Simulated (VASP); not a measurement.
Here is a VASP 6.6.1 calculation.

The input INCAR:

```
PREC = Accurate
ENCUT = 520
EDIFF = 1E-6
ISMEAR = 0
SIGMA = 0.05
LREAL = False
LASPH = True
NELM = 60
ALGO = Normal
ISIF = 2
LWAVE = False
LCHARG = False
GGA = PE
NBANDS = 11
```

File KPOINTS:

```
regular mesh
0
Gamma
  8 8 8
```

File POSCAR:

```
Si
1.0
    0.0000000000      2.9399973081      2.9263229020
    2.3383234404      0.0000000000      2.9263229020
    2.3383234404      2.9399973081      0.0000000000
Si
2
Direct
    0.5000000000      0.5000000000      0.5000000000
    0.7500000000      0.7500000000      0.7500000000
```

Potentials or basis: VASP PAW PBE potentials, release 64 (Si).

Run with:

```sh
$ cat potpaw_PBE.64/Si/POTCAR > POTCAR
$ mpirun -np 1 vasp_std > vasp.out
```

Question: What does it give for the band gap on the k mesh?

Answer: Zero (bands 4 and 5 overlap by 1.59 eV).

Question: What does it give for the pressure?

Answer: -0.7 GPa.

Stress tensor (GPa, compression positive):
```
 7.33  0.00  0.00
 0.00 -5.05  0.00
 0.00  0.00 -4.43
```

Caveat: the cell differs from its parent crystal (strain +e along x and -e along y -0.1100, strain +e along z and -e/2 along x and y +0.0700); the stress differs along the axes, from -5 to 7 GPa.
